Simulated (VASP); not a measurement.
ZnS: relaxation of cell and atoms with PBE

Crystal: ZnS.

```xyz
2
Lattice="0.0000 2.7217 2.7217 2.7217 0.0000 2.7217 2.7217 2.7217 0.0000" Properties=species:S:1:pos:R:3 pbc="T T T"
Zn    0.0000    0.0000    0.0000
S     4.0825    4.0825    4.0825
```

```json
{"Program": "VASP 6.6.1", "Task": "relaxation of cell and atoms", "Functional": "PBE", "Potentials or basis": "VASP PAW PBE potentials, release 64 (Zn, S)", "Cutoff": "600 eV", "k mesh": "10 × 10 × 10", "Occupations": "gaussian, width 0.01 eV", "Spin": "no spin polarisation", "Target pressure": "30 GPa", "Dipole correction": "no", "Further INCAR settings": "ALGO = Normal; EDIFF = 1e-07; IBRION = 2; EDIFFG = -0.001; NSW = 80; ISIF = 3"}
```

The relaxed volume is 15.75 Å³/atom. The relaxed cell is a = 3.545 Å, b = 3.545 Å, c = 3.545 Å, α = 60.00°, β = 60.00°, γ = 60.00° and the space group after relaxing (to 0.1 Å) is F-43m (No. 216). The energy change on relaxing (the run minimises the enthalpy) is +332.7 meV/atom. The ionic steps are 8 and the pressure after relaxing is 30.0 GPa. The band gap on the k mesh is 2.80 eV (least direct gap 3.16 eV).

Step by step:
```tsv
step	energy change (eV)	largest force (eV/Å)	pressure (GPa)	volume (Å³)
1	0.0000	0.0000	0.16	40.32
2	5.2231	0.0000	157.54	22.14
3	0.5374	0.0000	25.88	32.24
4	0.6241	0.0000	28.68	31.73
5	0.6659	0.0000	30.02	31.50
6	0.6647	0.0000	29.96	31.51
7	0.6656	0.0000	30.01	31.50
8	0.6654	0.0000	29.99	31.51
```

Final structure:
```
Zn S
1.0
     0.00000    2.50678    2.50678
     2.50678    0.00000    2.50678
     2.50678    2.50678    0.00000
Zn S
1 1
Direct
  0.00000 0.00000 0.00000
  0.75000 0.75000 0.75000
```

Levels at points of the mesh, in eV from the valence-band top:
| k point | band 7 | band 8 | band 9 | band 10 | band 11 | band 12 |
| --- | --- | --- | --- | --- | --- | --- |
| (0.00, 0.00, 0.00) | 0.00 | 0.00 | 0.00 | 3.16 | 6.11 | 6.11 |
| (0.50, 0.00, 0.00) | -6.39 | -1.25 | -1.25 | 3.69 | 6.67 | 6.67 |
| (0.50, 0.50, 0.00) | -5.53 | -3.16 | -3.16 | 2.80 | 3.85 | 12.81 |

It took 120 s on 1 thread of Intel(R) Xeon(R) Platinum 8488C (Sapphire Rapids) (shared host), peak memory 0.2 GiB.

Caveat: the cell is relaxed towards a set pressure, so the run minimises the enthalpy, not the energy; the volume moved by over 15 % at a fixed basis, so the end points are rough. A k mesh can miss the band edges.
